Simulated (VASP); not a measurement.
A run of VASP 6.6.1 is set up as follows.

The input INCAR:

```
SYSTEM = W
ALGO = Normal
EDIFF = 1E-6
ENCUT = 520
GGA = PE
GGA_COMPAT = .FALSE.
ISIF = 2
ISMEAR = -1
LASPH = .TRUE.
LCHARG = .TRUE.
LDAU = .TRUE.
LDAUJ = 0
LDAUL = 2
LDAUPRINT = 1
LDAUTYPE = 2
LDAUU = 3
LMAXMIX = 4
LNONCOLLINEAR = .TRUE.
LORBIT = 11
LORBMOM = .TRUE.
LREAL = .FALSE.
LSORBIT = .TRUE.
LVHAR = .TRUE.
LWAVE = .FALSE.
MAGMOM = 0 0 0
NBANDS = 25
NELM = 150
PREC = Accurate
SIGMA = 0.03
```

The input KPOINTS:

```
k-points
0
G
  14 14 14
  0 0 0
```

The input POSCAR:

```
W
1.0
   -1.5973000000      1.5973000000      1.5973000000
    1.5973000000     -1.5973000000      1.5973000000
    1.5973000000      1.5973000000     -1.5973000000
W
1
Direct
    0.0000000000      0.0000000000      0.0000000000
```

Potentials or basis: VASP PAW PBE potentials, release 64 (W_sv).

Command:

```bash
$ cat potpaw_PBE.64/W_sv/POTCAR > POTCAR
$ mpirun -np 1 vasp_ncl > vasp.out
```

(1) Predict the net moment.

(2) Predict the pressure.

Answers

(1) 0.00 μB per cell.

(2) 7.7 GPa.

Caveat: the U is typed as a test and isn't derived for this compound.
